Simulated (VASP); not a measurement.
Input of a VASP 6.6.1 run:

INCAR

```
PREC = Accurate ; ENCUT = 520
EDIFF = 1E-6 ; ISMEAR = 1
SIGMA = 0.1 ; LREAL = Auto
LASPH = True ; NELM = 60
ALGO = Normal ; ISIF = 2
LWAVE = False ; LCHARG = False
GGA = PE ; NBANDS = 38
```

Contents of KPOINTS:

```
regular mesh
0
Gamma
  3 3 3
```

POSCAR

```
Al
1.0
   -4.0389296000      4.0389296000      4.0389296000
    4.0389296000     -4.0389296000      4.0389296000
    4.0389296000      4.0389296000     -4.0389296000
Al
16
Direct
    0.0000000000      0.0000000000      0.0000000000
    0.0000000000      0.2500000000      0.7500000000
    0.0000000000      0.5000000000      0.5000000000
    0.0000000000      0.7500000000      0.2500000000
    0.2500000000      0.0000000000      0.7500000000
    0.2500000000      0.2500000000      0.5000000000
    0.2500000000      0.5000000000      0.2500000000
    0.2500000000      0.7500000000      0.0000000000
    0.5000000000      0.0000000000      0.5000000000
    0.5000000000      0.2500000000      0.2500000000
    0.5000000000      0.5000000000      0.0000000000
    0.5000000000      0.7500000000      0.7500000000
    0.7500000000      0.0000000000      0.2500000000
    0.7500000000      0.2500000000      0.0000000000
    0.7500000000      0.5000000000      0.7500000000
    0.7500000000      0.7500000000      0.5000000000
```

Potentials or basis: VASP PAW PBE potentials, release 64 (Al).

Launch:

```sh
$ cat potpaw_PBE.64/Al/POTCAR > POTCAR
$ mpirun -np 1 vasp_std > vasp.out
```

**Question.** Estimate the band gap on the k mesh.

**Answer.** Zero (band 24 reaches 9.26 eV, above the bottom of band 25 at 7.07 eV).

**Question.** Predict the pressure.

**Answer.** 0.0 GPa.

Caveat: the k points lie up to 0.37 Å⁻¹ apart.
